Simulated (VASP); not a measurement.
A run of VASP 6.6.1:

File INCAR:

```
SYSTEM = Sc3Ga2As
  ALGO = Fast
  EDIFF = 1E-7
  EDIFFG = -0.01
  ENCUT = 600
  GGA = PE
  IBRION = 2
  ISIF = 3
  ISMEAR = 0
  LASPH = .True.
  LCHARG = .False.
  LREAL = .False.
  LWAVE = .False.
  NELM = 80
  NSW = 100
  PREC = Accurate
  SIGMA = 0.1
```

File KPOINTS:

```
k-points
0
Gamma
  6 6 10
  0 0 0
```

File POSCAR:

```
Sc3Ga2As
1.0
    6.2381393236      0.0000000000      0.0000000000
   -3.1190696618      5.4023871266      0.0000000000
    0.0000000000      0.0000000000      4.1925927278
Sc Ga As
3 2 1
Direct
    0.5000000000      0.0000000000      0.5000000000
    0.5000000000      0.5000000000      0.5000000000
    0.0000000000      0.5000000000      0.5000000000
    0.3333333333      0.6666666667      0.0000000000
    0.6666666667      0.3333333333      0.0000000000
    0.0000000000      0.0000000000      0.0000000000
```

Potentials or basis: VASP PAW PBE potentials, release 64 (Sc_sv, Ga_d, As).

Run with:

```bash
$ cat potpaw_PBE.64/Sc_sv/POTCAR potpaw_PBE.64/Ga_d/POTCAR potpaw_PBE.64/As/POTCAR > POTCAR
$ mpirun -np 1 vasp_std > vasp.out
```

Hardware: 1 thread of Oxide Virtual Turin-like Processor, on a shared host.

Problem. Estimate the wall time of this run.

Solution. Wall time 51 min on 1 thread of Oxide Virtual Turin-like Processor, on a shared host, peak memory 0.45 GiB. Counts: scf iterations 93, k points 42, ion steps 5.
